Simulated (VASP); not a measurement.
A run of VASP 6.6.1:

Contents of INCAR:

```
SYSTEM = YHg
ALGO = Normal ; EDIFF = 1E-6
ENCUT = 520 ; ISIF = 2
ISMEAR = -1 ; LASPH = .True.
LCHARG = .False. ; LREAL = .False.
LWAVE = .False. ; NBANDS = 18
NELM = 80 ; PREC = Accurate
SIGMA = 0.08
```

Contents of KPOINTS:

```
k-points
0
Gamma
  11 11 11
  0 0 0
```

Contents of POSCAR:

```
YHg
1.0
    3.6572878460      0.0000000000      0.0000000000
    0.0000000000      3.6572878460      0.0000000000
    0.0000000000      0.0000000000      3.6572878460
Y Hg
1 1
Direct
    0.5000000000      0.5000000000      0.5000000000
    0.0000000000      0.0000000000      0.0000000000
```

Potentials or basis: VASP PAW LDA potentials, release 64 (Y_sv, Hg).

Run with:

```sh
$ cat potpaw_LDA.64/Y_sv/POTCAR potpaw_LDA.64/Hg/POTCAR > POTCAR
$ mpirun -np 1 vasp_std > vasp.out
```

Hardware: 1 thread of Intel Xeon 8259CL, on a shared host.

**Question.** How long does it take, and how much memory?

**Answer.** Wall time 37 s on 1 thread of Intel Xeon 8259CL (shared host), peak memory 0.19 GiB. Counts: scf iterations 11, k points 56.
